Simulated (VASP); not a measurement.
# Al (P6_3/mmc) in VASP: further runs

The runs below take Al through single point, with PBEsol+D3(BJ).

Program: VASP 6.6.1. These are calculated values, not measurements. Logs are shortened: lines on timing, memory, paths and dates and some standing lists are left out, and cuts for length are marked.

**1. The cell of the first run**

The structure is hexagonal, space group P6_3/mmc (No. 194). The conventional cell has a = 2.883 Å, b = 2.883 Å, c = 4.624 Å, α = 90.00°, β = 90.00°, γ = 120.00°. Al (site symmetry -6m2) has 12 Al at 2.85 to 2.88 Å within 3.8 Å.

This isn't the form of Al at room conditions, which is fcc.

**2. Single point, PBEsol+D3(BJ) (strain +0.025 along x and y, -0.050 along z)**

File INCAR:

```
SYSTEM = Al
PREC = Accurate
ENCUT = 520
EDIFF = 1E-7
ISMEAR = 0
SIGMA = 0.15
LREAL = .FALSE.
LASPH = .TRUE.
NELM = 80
ALGO = Fast
ISIF = 2
LWAVE = .FALSE.
LCHARG = .FALSE.
GGA = PS
IVDW = 12
NBANDS = 10
```

File KPOINTS:

```
Automatic mesh
0
G
  18 18 10
  0 0 0
```

File POSCAR:

```
Al
1.0
    2.8827667353      0.0000000000      0.0000000000
   -1.4413833676      2.4965492260      0.0000000000
    0.0000000000      0.0000000000      4.6235075000
Al
2
Direct
    0.6666666667      0.3333333333      0.7500000000
    0.3333333333      0.6666666667      0.2500000000
```

Potentials or basis: VASP PAW PBE potentials, release 64 (Al).

Command:

```console
cat potpaw_PBE.64/Al/POTCAR > POTCAR
mpirun -np 1 vasp_std > vasp.out
```

OUTCAR:

```text
SYSTEM = Al
   PREC = Accurate
   ENCUT = 520
   EDIFF = 1E-7
   ISMEAR = 0
   LREAL = .FALSE.
   LASPH = .TRUE.
   NELM = 80
   ISIF = 2
   GGA = PS
   IVDW = 12
 IVDW          = 12

 ion  position               nearest neighbor table
   1  0.667  0.333  0.750-   2 2.85   2 2.85   2 2.85   2 2.85   2 2.85   2 2.85
   2  0.333  0.667  0.250-   1 2.85   1 2.85   1 2.85   1 2.85   1 2.85   1 2.85

  LATTYP: Found a hexagonal cell.
 ALAT       =     2.8827667353
 C/A-ratio  =     1.6038437808

  Lattice vectors:

 A1 = (   2.8827667353,   0.0000000000,   0.0000000000)
 A2 = (  -1.4413833676,   2.4965492260,   0.0000000000)
 A3 = (   0.0000000000,   0.0000000000,   4.6235075000)

Analysis of symmetry for initial positions (statically):
=====================================================================
 Subroutine PRICEL returns:
 Original cell was already a primitive cell.

 Routine SETGRP: Setting up the symmetry group for a
 hexagonal supercell.

 Subroutine GETGRP returns: Found 24 space group operations
 (whereof 12 operations were pure point group operations)
 out of a pool of 24 trial point group operations.

The static configuration has the point symmetry D_3d.
 The point group associated with its full space group is D_6h.

Analysis of symmetry for dynamics (positions and initial velocities):
=====================================================================
 Subroutine PRICEL returns:
 Original cell was already a primitive cell.

 Routine SETGRP: Setting up the symmetry group for a
 hexagonal supercell.

 Subroutine GETGRP returns: Found 24 space group operations
 (whereof 12 operations were pure point group operations)
 out of a pool of 24 trial point group operations.

The dynamic configuration has the point symmetry D_3d.
 The point group associated with its full space group is D_6h.

 Subroutine INISYM returns: Found 24 space group operations
 (whereof 12 operations are pure point group operations),
 and found     1 'primitive' translations

----------------------------------------------------------------------------------------

                                     Primitive cell

  volume of cell :      33.2752

  direct lattice vectors                    reciprocal lattice vectors
     2.882766735  0.000000000  0.000000000     0.346888976  0.200276443  0.000000000
    -1.441383368  2.496549226  0.000000000     0.000000000  0.400552887  0.000000000
     0.000000000  0.000000000  4.623507500     0.000000000  0.000000000  0.216286012

  length of vectors
     2.882766735  2.882766735  4.623507500     0.400552887  0.400552887  0.216286012

  position of ions in fractional coordinates (direct lattice)
[... 91 lines left out ...]
   NUPDOWN=      -1.0000    fix difference up-down
   EMIN   =  10.00;   EMAX   =-10.00  energy-range for DOS
   EFERMI =   0.00;   METHOD = LEGACY
   ISMEAR =     0;   SIGMA  =   0.15  broadening in eV -4-tet -1-fermi 0-gaus
   EFERMI_NEDOS =   21; number of points for ismear=-14 and -15
   IALGO  =     68    algorithm
   IMIX   =      4    mixing-type and parameters
     AMIX     =   0.40;   BMIX     =  1.00
     AMIX_MAG =   1.60;   BMIX_MAG =  1.00
  volume/ion in A,a.u.               =      16.64       112.28
  Fermi-wavevector in a.u.,A,eV,Ry     =   0.924879  1.747768 11.638436  0.855401
  Thomas-Fermi vector in A             =   2.050673
   LORBIT       =      0    0 simple, 1 ext, 2 COOP (PROOUT), +10 PAW based schemes
   GGA     = PS    functional components
   LHFCALC =     F    Hartree Fock is set to
   AEXX    =    0.0000 exact exchange contribution
   IVDW    =    12    specifies the selected vdW correction
   LEPSILON=     F    determine dielectric tensor
   LRPA    =     F    only Hartree local field effects (RPA)
 non-spin polarized calculation
 RMM-DIIS sequential band-by-band and
 Gauss-broadening in eV      SIGMA  =   0.15
  energy-cutoff  :      520.00
  volume of cell :       33.28
 maximum number of plane-waves:       923
 NGX is ok and might be reduce to    24
   NGX = 11   NGY = 11   NGZ = 17

 number of electron       6.0000000 magnetization

 Free energy of the ion-electron system (eV)
  ---------------------------------------------------
  ext. energy  EPLUGINS =         0.00000000
  ---------------------------------------------------
  free energy    TOTEN  =        -8.11505028 eV

  energy without entropy =       -8.10425983  energy(sigma->0) =       -8.10965505

 E-fermi :   7.8612     XC(G=0): -10.2276

 val. band max:        7.8509863446   @ k =   0.3333   0.3333   0.3000
 cond. band min:       7.8752332520   @ k =   0.3889   0.1667   0.2000
 fundamental gap:      0.0242469074
 Fermi energy:         7.8612092250

 k-point     1 :       0.0000    0.0000    0.0000
  band No.  band energies     occupation
      1      -3.2116      2.00000
      2       3.4034      2.00000
      3       3.7154      2.00000
      4      18.0534      0.00000
      5      18.0534      0.00000
      6      18.5492      0.00000
      7      18.5492      0.00000
      8      20.0871      0.00000
      9      21.5219      0.00000
     10      22.5660      0.00000
[... 287 lines left out ...]
 k-point    24 :       0.3889    0.1111    0.0000
  band No.  band energies     occupation
      1       1.6078      2.00000
      2       4.1249      2.00000
      3       7.8981      0.72766
      4       8.4220      0.00000
      5      10.1104      0.00000
      6      10.5097      0.00000
      7      11.5412      0.00000
      8      16.7058      0.00000
      9      17.0024      0.00000
     10      17.9218      0.00000

 [... further k-points ...]

------------------------ aborting loop because EDIFF is reached ----------------------------------------

 Edisp (eV)   -0.62965

 E8    (eV) :    -0.4240

  FORCE on cell =-STRESS in cart. coord.  units (eV):
  Direction    XX          YY          ZZ          XY          YZ          ZX
  --------------------------------------------------------------------------------------
  -------------------------------------------------------------------------------------
  Total      -1.03435    -1.03435    -0.73438    -0.00000     0.00000     0.00000
  in kB     -49.80318   -49.80318   -35.36007    -0.00000     0.00000     0.00000
  external pressure =      -44.99 kB  Pullay stress =        0.00 kB

 VOLUME and BASIS-vectors are now :
 -----------------------------------------------------------------------------
  energy-cutoff  :      520.00
  volume of cell :       33.28
      direct lattice vectors                 reciprocal lattice vectors
     2.882766735  0.000000000  0.000000000     0.346888976  0.200276443  0.000000000
    -1.441383368  2.496549226  0.000000000     0.000000000  0.400552887  0.000000000
     0.000000000  0.000000000  4.623507500     0.000000000  0.000000000  0.216286012

 POSITION                                       TOTAL-FORCE (eV/Angst)
 -----------------------------------------------------------------------------------
      1.44138      0.83218      3.46763        -0.000000      0.000000      0.000000
     -0.00000      1.66437      1.15588         0.000000     -0.000000      0.000000
 -----------------------------------------------------------------------------------
    total drift:                               -0.000000      0.000000     -0.000000

  FREE ENERGIE OF THE ION-ELECTRON SYSTEM (eV)
  ---------------------------------------------------
  free  energy   TOTEN  =        -8.7447038451 eV

  energy  without entropy=       -8.7339133937  energy(sigma->0) =       -8.73930862
```

OSZICAR:

```text
N       E                     dE             d eps       ncg     rms          rms(c)
DAV:   1    -0.714997310224E+00   -0.71500E+00   -0.22922E+03  4440   0.471E+02
DAV:   2    -0.800606353864E+01   -0.72911E+01   -0.69557E+01  5728   0.543E+01
DAV:   3    -0.817388971599E+01   -0.16783E+00   -0.16585E+00  5936   0.657E+00
DAV:   4    -0.817459969840E+01   -0.70998E-03   -0.70992E-03  5328   0.477E-01
DAV:   5    -0.817460570697E+01   -0.60086E-05   -0.60080E-05  5362   0.448E-02    0.192E+00
RMM:   6    -0.813881226163E+01    0.35793E-01   -0.38408E-03  4494   0.323E-01    0.110E+00
RMM:   7    -0.811511562155E+01    0.23697E-01   -0.10286E-02  4624   0.519E-01    0.160E-01
RMM:   8    -0.811504602960E+01    0.69592E-04   -0.43242E-04  4909   0.134E-01    0.250E-02
RMM:   9    -0.811505342371E+01   -0.73941E-05   -0.73496E-05  5149   0.602E-02    0.270E-02
RMM:  10    -0.811505542758E+01   -0.20039E-05   -0.85321E-06  5183   0.201E-02    0.110E-01
RMM:  11    -0.811505119183E+01    0.42357E-05   -0.21796E-06  5208   0.790E-03    0.308E-02
RMM:  12    -0.811505046220E+01    0.72964E-06   -0.61812E-07  4965   0.495E-03    0.791E-03
RMM:  13    -0.811505031405E+01    0.14815E-06   -0.10561E-07  4141   0.188E-03    0.333E-03
RMM:  14    -0.811505028045E+01    0.33597E-07   -0.31637E-08  3105   0.129E-03
   1 F= -.87447038E+01 E0= -.87393086E+01  d E =-.107905E-01
```

Wall time 79 s (1 thread of Intel Xeon 8259CL, shared host); peak memory 0.19 GiB.

What came out:

```yaml
Free_energy: -8.7447 eV
Pressure: -4.5 GPa
Band_gap_on_the_k_mesh: zero (bands 3 and 4 overlap by 7.62 eV)
Dispersion_energy_per_atom: -0.315 eV
```

Caveat: the cell differs from its parent crystal (strain +0.025 along x and y, -0.050 along z); the cell stands under tension; the PAW data sets were made with another functional, which shifts forces and pressure a little.

**3. Single point, PBEsol+D3(BJ) (strain +0.000 along x and y, +0.025 along z)**

File INCAR:

```
PREC = Accurate
ENCUT = 520
EDIFF = 1E-6
ISMEAR = 0
SIGMA = 0.15
LREAL = F
LASPH = T
NELM = 80
ALGO = Fast
ISIF = 2
LWAVE = F
LCHARG = F
GGA = PS
IVDW = 12
NBANDS = 10
```

File KPOINTS:

```
Automatic mesh
0
Gamma
  18 18 10
```

File POSCAR:

```
Al
1.0
    2.8124553515      0.0000000000      0.0000000000
   -1.4062276757      2.4356577814      0.0000000000
    0.0000000000      0.0000000000      4.9885212500
Al
2
Direct
    0.6666666667      0.3333333333      0.7500000000
    0.3333333333      0.6666666667      0.2500000000
```

Potentials or basis: VASP PAW PBE potentials, release 64 (Al).

Command:

```console
cat potpaw_PBE.64/Al/POTCAR > POTCAR
mpirun -np 1 vasp_std > vasp.out
```

Run time: 86 s. Hardware: 1 thread of Intel Xeon 8259CL, shared host; peak memory 0.2 GiB.

Results (log left out):

```
Free energy                : -8.7031 eV
Pressure                   : -5.7 GPa
Band gap on the k mesh     : zero (bands 3 and 4 overlap by 6.43 eV)
Dispersion energy per atom : -0.306 eV
```

Stress tensor (GPa, compression positive):
```
-4.43  0.00  0.00
 0.00 -4.43  0.00
 0.00  0.00 -8.15
```

Levels at points of the mesh, in eV from the Fermi level:
| k point | band 1 | band 2 | band 3 | band 4 | band 5 | band 6 | band 7 | band 8 |
| --- | --- | --- | --- | --- | --- | --- | --- | --- |
| (0.00, 0.00, 0.00) | -10.86 | -5.27 | -4.80 | 10.60 | 11.39 | 11.63 | 11.63 | 11.83 |
| (0.50, 0.00, 0.00) | -4.81 | -4.73 | 0.40 | 0.67 | 1.14 | 1.49 | 6.44 | 7.89 |
| (0.00, 0.00, 0.50) | -9.39 | -9.39 | 1.97 | 1.97 | 12.62 | 12.62 | 12.62 | 12.62 |
| (0.50, 0.00, 0.50) | -3.67 | -3.67 | -2.97 | -2.97 | 7.29 | 7.29 | 7.42 | 7.42 |

Caveat: the cell differs from its parent crystal (strain +0.000 along x and y, +0.025 along z); the cell stands under tension; the PAW data sets were made with another functional, which shifts forces and pressure a little.

**4. Single point, PBEsol+D3(BJ) (strain +0.025 along x and y, -0.025 along z)**

File INCAR:

```
  ALGO = Normal
  EDIFF = 1E-6
  ENCUT = 520
  GGA = PS
  ISIF = 2
  ISMEAR = 0
  IVDW = 12
  LASPH = True
  LCHARG = True
  LELF = True
  LREAL = False
  LVHAR = True
  LWAVE = False
  NBANDS = 10
  NELM = 100
  PREC = Accurate
  SIGMA = 0.15
```

File KPOINTS:

```
k-points
0
Gamma
  18 18 10
```

File POSCAR:

```
Al
1.0
    2.8827667353      0.0000000000      0.0000000000
   -1.4413833676      2.4965492260      0.0000000000
    0.0000000000      0.0000000000      4.7451787500
Al
2
Direct
    0.6666666667      0.3333333333      0.7500000000
    0.3333333333      0.6666666667      0.2500000000
```

Command:

```console
cat potpaw_PBE.64/Al/POTCAR > POTCAR
mpirun -np 1 vasp_std > vasp.out
```

It took 77 s on 1 thread of Intel Xeon 8259CL, shared host; peak memory 0.2 GiB.

The run converged. Its results:

* Free energy: -8.7171 eV
* Pressure: -6.1 GPa
* Band gap on the k mesh: zero (bands 3 and 4 overlap by 7.18 eV)
* Dispersion energy per atom: -0.307 eV

Stress tensor (GPa, compression positive):
```
-6.07  0.00  0.00
 0.00 -6.07  0.00
 0.00  0.00 -6.25
```

Levels at points of the mesh, in eV from the Fermi level:
```tsv
k point	band 1	band 2	band 3	band 4	band 5	band 6
(0.00, 0.00, 0.00)	-10.89	-4.49	-4.42	10.40	10.40	10.87
(0.50, 0.00, 0.00)	-5.19	-4.97	0.61	1.01	1.53	1.62
(0.00, 0.00, 0.50)	-9.26	-9.26	3.23	3.23	11.67	11.67
(0.50, 0.00, 0.50)	-3.80	-3.80	-3.16	-3.16	6.94	6.94
```

Caveat: the cell differs from its parent crystal (strain +0.025 along x and y, -0.025 along z); the cell stands under tension; the PAW data sets were made with another functional, which shifts forces and pressure a little.

**5. The runs side by side**

| cell | gap on the mesh (eV) | pressure (GPa) |
| --- | --- | --- |
| a = 2.883, b = 2.883, c = 4.624 Å, angles 90.0, 90.0, 120.0°, 2 atoms | none | -4.5 |
| a = 2.812, b = 2.812, c = 4.989 Å, angles 90.0, 90.0, 120.0°, 2 atoms | none | -5.7 |
| a = 2.883, b = 2.883, c = 4.745 Å, angles 90.0, 90.0, 120.0°, 2 atoms | none | -6.1 |

Alike in all rows: task single point; level PBEsol+D3(BJ); potentials or basis VASP PAW PBE potentials, release 64 (Al); no spin polarisation; k mesh 18 × 18 × 10; cutoff (eV) 520; smearing gaussian 0.15 eV.

Caveats: the cell stands under tension; the PAW data sets were made with another functional, which shifts forces and pressure a little.

Absolute energies hang on the potentials; compare differences alone.
